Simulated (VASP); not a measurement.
# ZnS (P2_1) in VASP: notebook

The runs below take ZnS through single point, with PBE.

Everything below comes from runs of VASP 6.6.1. Logs are shortened: lines on timing, memory, paths and dates and some standing lists are left out, and cuts for length are marked.

### 1 The cell of the first run

Symmetry: P2_1, No. 4, monoclinic system. The conventional cell has a = 3.846 Å, b = 6.304 Å, c = 3.846 Å, α = 90.00°, β = 120.00°, γ = 90.00°. Within 3.1 Å of Zn (site symmetry 1) lie 4 S at 2.33 to 2.40 Å. S (site symmetry 1) has 4 Zn at 2.33 to 2.40 Å within 3.1 Å.

### 2 Single point, PBE (mode 4 frozen in at -0.196 Å and mode 5 at +0.131 Å (largest displacements))

Input file INCAR:

```
SYSTEM = ZnS
PREC = Accurate
ENCUT = 520
EDIFF = 1E-7
ISMEAR = 0
SIGMA = 0.05
LREAL = .FALSE.
LASPH = .TRUE.
NELM = 60
ALGO = Normal
ISIF = 2
LWAVE = .FALSE.
LCHARG = .FALSE.
GGA = PE
NBANDS = 26
```

Input file KPOINTS:

```
Automatic mesh
0
G
  9 9 4
  0 0 0
```

Input file POSCAR:

```
ZnS
1.0
    3.8455587354      0.0000000000      0.0000000000
   -1.9227793677      3.3303515566      0.0000000000
    0.0000000000      0.0000000000      6.3037246812
Zn S
2 2
Direct
    0.3019880002      0.7059117727      0.0052003729
    0.6980119998      0.2940882273      0.5052003729
    0.3586634878      0.6349527081      0.3797996271
    0.6413365122      0.3650472919      0.8797996271
```

Potentials or basis: VASP PAW PBE potentials, release 64 (Zn, S).

Launch:

```sh
cat potpaw_PBE.64/Zn/POTCAR potpaw_PBE.64/S/POTCAR > POTCAR
mpirun -np 1 vasp_std > vasp.out
```

OUTCAR:

```text
SYSTEM = ZnS
   PREC = Accurate
   ENCUT = 520
   EDIFF = 1E-7
   ISMEAR = 0
   LREAL = .FALSE.
   LASPH = .TRUE.
   NELM = 60
   ISIF = 2
   GGA = PE

 ion  position               nearest neighbor table
   1  0.302  0.706  0.005-   4 2.33   4 2.34   4 2.40   3 2.40
   2  0.698  0.294  0.505-   3 2.33   3 2.34   3 2.40   4 2.40
   3  0.359  0.635  0.380-   2 2.33   2 2.34   2 2.40   1 2.40
   4  0.641  0.365  0.880-   1 2.33   1 2.34   1 2.40   2 2.40

  LATTYP: Found a hexagonal cell.
 ALAT       =     3.8455587354
 C/A-ratio  =     1.6392220520

  Lattice vectors:

 A1 = (   3.8455587354,   0.0000000000,   0.0000000000)
 A2 = (  -1.9227793677,   3.3303515566,   0.0000000000)
 A3 = (   0.0000000000,   0.0000000000,   6.3037246812)

Analysis of symmetry for initial positions (statically):
=====================================================================
 Subroutine PRICEL returns:
 Original cell was already a primitive cell.

 Routine SETGRP: Setting up the symmetry group for a
 hexagonal supercell.

 Subroutine GETGRP returns: Found  2 space group operations
 (whereof  1 operations were pure point group operations)
 out of a pool of 24 trial point group operations.

The static configuration has the point symmetry C_1 .
 The point group associated with its full space group is C_2 .

Analysis of symmetry for dynamics (positions and initial velocities):
=====================================================================
 Subroutine PRICEL returns:
 Original cell was already a primitive cell.

 Routine SETGRP: Setting up the symmetry group for a
 hexagonal supercell.

 Subroutine GETGRP returns: Found  2 space group operations
 (whereof  1 operations were pure point group operations)
 out of a pool of 24 trial point group operations.

The dynamic configuration has the point symmetry C_1 .
 The point group associated with its full space group is C_2 .

 Subroutine INISYM returns: Found  2 space group operations
 (whereof  1 operations are pure point group operations),
 and found     1 'primitive' translations

----------------------------------------------------------------------------------------

                                     Primitive cell

  volume of cell :      80.7322

  direct lattice vectors                    reciprocal lattice vectors
     3.845558735  0.000000000  0.000000000     0.260040236  0.150134300  0.000000000
    -1.922779368  3.330351557  0.000000000     0.000000000  0.300268600  0.000000000
     0.000000000  0.000000000  6.303724681     0.000000000  0.000000000  0.158636370

  length of vectors
     3.845558735  3.845558735  6.303724681     0.300268600  0.300268600  0.158636370

  position of ions in fractional coordinates (direct lattice)
     0.301988000  0.705911773  0.005200373
     0.698012000  0.294088227  0.505200373
     0.358663488  0.634952708  0.379799627
     0.641336512  0.365047292  0.879799627

  ion indices of the primitive-cell ions
   primitive index   ion index
                 1           1
                 2           2
                 3           3
                 4           4

----------------------------------------------------------------------------------------

 KPOINTS: Automatic mesh

Automatic generation of k-mesh.
 Grid dimensions read from file:
 generate k-points for:    9    9    4

 Generating k-lattice:

  Cartesian coordinates                     Fractional coordinates (reciprocal lattice)
     0.028893360  0.016681589  0.000000000     0.111111111  0.000000000  0.000000000
     0.000000000  0.033363178  0.000000000     0.000000000  0.111111111  0.000000000
     0.000000000  0.000000000  0.039659092     0.000000000  0.000000000  0.250000000

  Length of vectors
     0.033363178  0.033363178  0.039659092

  Shift w.r.t. Gamma in fractional coordinates (k-lattice)
     0.000000000  0.000000000  0.000000000

 Subroutine IBZKPT returns following result:
 ===========================================

 Found    123 irreducible k-points:

 Following reciprocal coordinates:
            Coordinates               Weight
  0.000000  0.000000  0.000000      1.000000
  0.111111  0.000000  0.000000      2.000000
  0.000000  0.111111  0.000000      2.000000
 -0.111111  0.111111  0.000000      2.000000
  0.222222  0.000000  0.000000      2.000000
  0.000000  0.222222  0.000000      2.000000
[... 16 lines left out ...]
  0.333333  0.111111  0.000000      2.000000
 -0.111111  0.444444  0.000000      2.000000
 [... further k-points ...]
   k-points           NKPTS =    123   k-points in BZ     NKDIM =    123   number of bands    NBANDS=     26
   number of dos      NEDOS =    301   number of ions     NIONS =      4
   total plane-waves  NPLWV =  43200
   dimension x,y,z NGX =    30 NGY =   30 NGZ =   48
   dimension x,y,z NGXF=    60 NGYF=   60 NGZF=   96
   ions per type =               2   2
   NGX,Y,Z   is equivalent  to a cutoff of  12.97, 12.97, 12.66 a.u.
   NGXF,Y,Z  is equivalent  to a cutoff of  25.94, 25.94, 25.32 a.u.
 SYSTEM =  ZnS
   PREC   = accura    normal or accurate (medium, high low for compatibility)
   ISTART =      0    job   : 0-new  1-cont  2-samecut
   ICHARG =      2    charge: 1-file 2-atom 10-const
   ISPIN  =      1    spin polarized calculation?
   LNONCOLLINEAR =      F non collinear calculations
   LSORBIT =      F    spin-orbit coupling
   LASPH  =      T    aspherical Exc in radial PAW
   ENCUT  =  520.0 eV  38.22 Ry    6.18 a.u.   7.15  7.15 11.72*2*pi/ulx,y,z
   NELM   =     60;   NELMIN=  2; NELMDL= -5     # of ELM steps
   EDIFF  = 0.1E-06   stopping-criterion for ELM
   LREAL  =      F    real-space projection
   EDIFFG = 0.1E-05   stopping-criterion for IOM
   NSW    =      0    number of steps for IOM
   IBRION =     -1    ionic relax: 0-MD 1-quasi-New 2-CG
   NFREE  =      0    steps in history (QN), initial steepest desc. (CG)
   ISIF   =      2    stress and relaxation
   ISYM   =      2    0-nonsym 1-usesym 2-fastsym
   POTIM  = 0.5000    time-step for ionic-motion
   TEBEG  =    0.0;   TEEND  =   0.0 temperature during run
   PSTRESS=    0.0 pullay stress
   NELECT =      36.0000    total number of electrons
   NUPDOWN=      -1.0000    fix difference up-down
   EMIN   =  10.00;   EMAX   =-10.00  energy-range for DOS
   EFERMI =   0.00;   METHOD = LEGACY
   ISMEAR =     0;   SIGMA  =   0.05  broadening in eV -4-tet -1-fermi 0-gaus
   EFERMI_NEDOS =   21; number of points for ismear=-14 and -15
   IALGO  =     38    algorithm
   IMIX   =      4    mixing-type and parameters
     AMIX     =   0.40;   BMIX     =  1.00
     AMIX_MAG =   1.60;   BMIX_MAG =  1.00
  volume/ion in A,a.u.               =      20.18       136.20
  Fermi-wavevector in a.u.,A,eV,Ry     =   1.250720  2.363518 21.283599  1.564300
  Thomas-Fermi vector in A             =   2.384701
   LORBIT       =      0    0 simple, 1 ext, 2 COOP (PROOUT), +10 PAW based schemes
   GGA     = PE    functional components
   LHFCALC =     F    Hartree Fock is set to
   AEXX    =    0.0000 exact exchange contribution
   IVDW    =     0    specifies the selected vdW correction
   LEPSILON=     F    determine dielectric tensor
   LRPA    =     F    only Hartree local field effects (RPA)
 non-spin polarized calculation
 Gauss-broadening in eV      SIGMA  =   0.05
  energy-cutoff  :      520.00
  volume of cell :       80.73
 maximum number of plane-waves:      2208
 NGX is ok and might be reduce to    30
   NGX = 15   NGY = 15   NGZ = 23

 number of electron      36.0000002 magnetization

 Free energy of the ion-electron system (eV)
  ---------------------------------------------------
  ext. energy  EPLUGINS =         0.00000000
  ---------------------------------------------------
  free energy    TOTEN  =       -13.60637443 eV

  energy without entropy =      -13.60637443  energy(sigma->0) =      -13.60637443

 E-fermi :   2.1537     XC(G=0):  -9.5343

 val. band max:        1.9230386508   @ k =   0.0000   0.0000   0.0000
 cond. band min:       3.9287339826   @ k =   0.0000   0.0000   0.0000
 fundamental gap:      2.0056953319
 Fermi energy:         2.1537166079

 k-point     1 :       0.0000    0.0000    0.0000
  band No.  band energies     occupation
      1     -11.0699      2.00000
      2     -10.1686      2.00000
      3      -4.3781      2.00000
      4      -4.3489      2.00000
      5      -4.2778      2.00000
      6      -4.2393      2.00000
[... 18 lines left out ...]
     25       9.8304      0.00000
     26      10.5820      0.00000

 k-point     2 :       0.1111    0.0000    0.0000
  band No.  band energies     occupation
      1     -10.9904      2.00000
      2     -10.1222      2.00000
      3      -4.3773      2.00000
      4      -4.3359      2.00000
      5      -4.2683      2.00000
      6      -4.2225      2.00000
[... 18 lines left out ...]
     25       9.9543      0.00000
     26      10.2672      0.00000

 k-point     3 :       0.0000    0.1111    0.0000
  band No.  band energies     occupation
      1     -10.9904      2.00000
      2     -10.1219      2.00000
      3      -4.3777      2.00000
      4      -4.3369      2.00000
      5      -4.2669      2.00000
      6      -4.2202      2.00000
[... 18 lines left out ...]
     25       9.9525      0.00000
     26      10.2475      0.00000

 k-point     4 :      -0.1111    0.1111    0.0000
  band No.  band energies     occupation
      1     -10.9889      2.00000
      2     -10.1267      2.00000
      3      -4.3622      2.00000
      4      -4.3341      2.00000
      5      -4.2813      2.00000
      6      -4.2318      2.00000
[... 18 lines left out ...]
     25       9.7885      0.00000
     26      10.2875      0.00000
[... 496 lines left out ...]
      1     -10.5798      2.00000
      2      -9.9353      2.00000
      3      -4.3388      2.00000
      4      -4.2727      2.00000
      5      -4.2168      2.00000
      6      -4.1571      2.00000
[... 18 lines left out ...]
     25      10.1090      0.00000
     26      11.0520      0.00000

 k-point    23 :       0.3333    0.1111    0.0000
  band No.  band energies     occupation
      1     -10.3192      2.00000
      2      -9.8313      2.00000
      3      -4.2716      2.00000
      4      -4.2362      2.00000
      5      -4.2038      2.00000
      6      -4.0505      2.00000
[... 18 lines left out ...]
     25      11.3616      0.00000
     26      11.4041      0.00000

 k-point    24 :      -0.1111    0.4444    0.0000
  band No.  band energies     occupation
      1     -10.3102      2.00000
      2      -9.8457      2.00000
      3      -4.3051      2.00000
      4      -4.2392      2.00000
      5      -4.1455      2.00000
      6      -4.1040      2.00000
[... 18 lines left out ...]
     25      11.0208      0.00000
     26      11.3475      0.00000

 [... further k-points ...]
[... 5 lines left out ...]
  --------------------------------------------------------------------------------------
  -------------------------------------------------------------------------------------
  Total        0.0934409     -0.0746510     -0.3848223     -0.0956904      0.0000000      0.0000000
  in kB        1.8543884     -1.4814932     -7.6370226     -1.8990310      0.0000000      0.0000000
  external PRESSURE =      -2.4213758 kB  Pullay stress =       0.0000000 kB

 VOLUME and BASIS-vectors are now :
 -----------------------------------------------------------------------------
  energy-cutoff  :      520.00
  volume of cell :       80.73
      direct lattice vectors                 reciprocal lattice vectors
     3.845558735  0.000000000  0.000000000     0.260040236  0.150134300  0.000000000
    -1.922779368  3.330351557  0.000000000     0.000000000  0.300268600  0.000000000
     0.000000000  0.000000000  6.303724681     0.000000000  0.000000000  0.158636370

 POSITION                                       TOTAL-FORCE (eV/Angst)
 -----------------------------------------------------------------------------------
     -0.19600      2.35093      0.03278         0.212936     -0.151673      0.111983
      2.11878      0.97942      3.18464        -0.212936      0.151673      0.111983
      0.15839      2.11462      2.39415        -0.127636      0.078888     -0.111983
      1.76439      1.21574      5.54601         0.127636     -0.078888     -0.111983
 -----------------------------------------------------------------------------------
    total drift:                               -0.000000     -0.000000     -0.000429

  FREE ENERGIE OF THE ION-ELECTRON SYSTEM (eV)
  ---------------------------------------------------
  free  energy   TOTEN  =       -13.6063744254 eV

  energy  without entropy=      -13.6063744254  energy(sigma->0) =      -13.60637443
```

Wall time 4.4 min (1 thread of Intel Xeon 6975P-C, shared host); peak memory 0.35 GiB.

What came out:

```
Free energy            : -13.6064 eV
Pressure               : -0.2 GPa
Largest force          : 0.284 eV/Å
Band gap on the k mesh : 2.01 eV, direct
```

Forces in eV/Å, atoms in the order of the input:
```
Zn   0.213 -0.152  0.112
Zn  -0.213  0.152  0.112
S   -0.128  0.079 -0.112
S    0.128 -0.079 -0.112
```

Caveat: the cell differs from its parent crystal (mode 4 frozen in at -0.196 Å and mode 5 at +0.131 Å (largest displacements)).

### 3 Single point, PBE (mode 4 frozen in at -0.131 Å and mode 5 at -0.065 Å (largest displacements))

Input file INCAR:

```
SYSTEM = ZnS
  ALGO = Normal
  EDIFF = 1E-6
  ENCUT = 520
  GGA = PE
  ISIF = 2
  ISMEAR = 0
  LASPH = .TRUE.
  LCHARG = .FALSE.
  LREAL = .FALSE.
  LWAVE = .FALSE.
  NBANDS = 26
  NELM = 60
  PREC = Accurate
  SIGMA = 0.05
```

Input file KPOINTS:

```
k-points
0
G
  9 9 4
  0 0 0
```

Input file POSCAR:

```
ZnS
1.0
    3.8455587354      0.0000000000      0.0000000000
   -1.9227793677      3.3303515566      0.0000000000
    0.0000000000      0.0000000000      6.3037246812
Zn S
2 2
Direct
    0.2895423047      0.6470591271      0.0052003729
    0.7104576953      0.3529408729      0.5052003729
    0.3687208506      0.6825115136      0.3797996271
    0.6312791494      0.3174884864      0.8797996271
```

Potentials or basis: VASP PAW PBE potentials, release 64 (Zn, S).

Launch:

```sh
cat potpaw_PBE.64/Zn/POTCAR potpaw_PBE.64/S/POTCAR > POTCAR
mpirun -np 1 vasp_std > vasp.out
```

OUTCAR:

```text
SYSTEM = ZnS
   EDIFF = 1E-6
   ENCUT = 520
   GGA = PE
   ISIF = 2
   ISMEAR = 0
   LASPH = .TRUE.
   LREAL = .FALSE.
   NELM = 60
   PREC = Accurate

 ion  position               nearest neighbor table
   1  0.290  0.647  0.005-   4 2.33   4 2.37   4 2.37   3 2.38
   2  0.710  0.353  0.505-   3 2.33   3 2.37   3 2.37   4 2.38
   3  0.369  0.683  0.380-   2 2.33   2 2.37   2 2.37   1 2.38
   4  0.631  0.317  0.880-   1 2.33   1 2.37   1 2.37   2 2.38

  LATTYP: Found a hexagonal cell.
[... 890 lines left out ...]
     25      10.6747      0.00000
     26      11.6093      0.00000

 [... further k-points ...]
[... 5 lines left out ...]
  --------------------------------------------------------------------------------------
  -------------------------------------------------------------------------------------
  Total       -0.0357847      0.1240093     -0.1162826     -0.1486820      0.0000000      0.0000000
  in kB       -0.7101676      2.4610360     -2.3076957     -2.9506803      0.0000000      0.0000000
  external PRESSURE =      -0.1856091 kB  Pullay stress =       0.0000000 kB

 VOLUME and BASIS-vectors are now :
 -----------------------------------------------------------------------------
  energy-cutoff  :      520.00
  volume of cell :       80.73
      direct lattice vectors                 reciprocal lattice vectors
     3.845558735  0.000000000  0.000000000     0.260040236  0.150134300  0.000000000
    -1.922779368  3.330351557  0.000000000     0.000000000  0.300268600  0.000000000
     0.000000000  0.000000000  6.303724681     0.000000000  0.000000000  0.158636370

 POSITION                                       TOTAL-FORCE (eV/Angst)
 -----------------------------------------------------------------------------------
     -0.13070      2.15493      0.03278         0.170492      0.088617      0.046008
      2.05348      1.17542      3.18464        -0.170492     -0.088617      0.046008
      0.10562      2.27300      2.39415        -0.055382     -0.025754     -0.046008
      1.81716      1.05735      5.54601         0.055382      0.025754     -0.046008
 -----------------------------------------------------------------------------------
    total drift:                               -0.000000     -0.000000     -0.000280

  FREE ENERGIE OF THE ION-ELECTRON SYSTEM (eV)
  ---------------------------------------------------
  free  energy   TOTEN  =       -13.6593041061 eV

  energy  without entropy=      -13.6593041061  energy(sigma->0) =      -13.65930411
```

stdout:

```text
POSCAR found type information on POSCAR ZnS
 POSCAR found :  2 types and       4 ions
 scaLAPACK will be used
 LDA part: xc-table for (Slater+PW92), standard interpolation
 POSCAR, INCAR and KPOINTS ok, starting setup
 FFT: planning ... GRIDC
 FFT: planning ... GRID_SOFT
 FFT: planning ... GRID
 WAVECAR not read
 entering main loop
```

Run time: 3.6 min. Hardware: 1 thread of Intel Xeon 6975P-C, shared host; peak memory 0.34 GiB.

Results:

```yaml
Free_energy: -13.6593 eV
Pressure: 0.0 GPa
Largest_force: 0.198 eV/Å
Band_gap_on_the_k_mesh: 2.00 eV, direct
```

Forces in eV/Å, atoms in the order of the input:
```
Zn   0.170  0.089  0.046
Zn  -0.170 -0.089  0.046
S   -0.055 -0.026 -0.046
S    0.055  0.026 -0.046
```

Stress tensor (GPa, compression positive):
```
-0.07 -0.30  0.00
-0.30  0.25  0.00
 0.00  0.00 -0.23
```

Caveat: the cell differs from its parent crystal (mode 4 frozen in at -0.131 Å and mode 5 at -0.065 Å (largest displacements)).
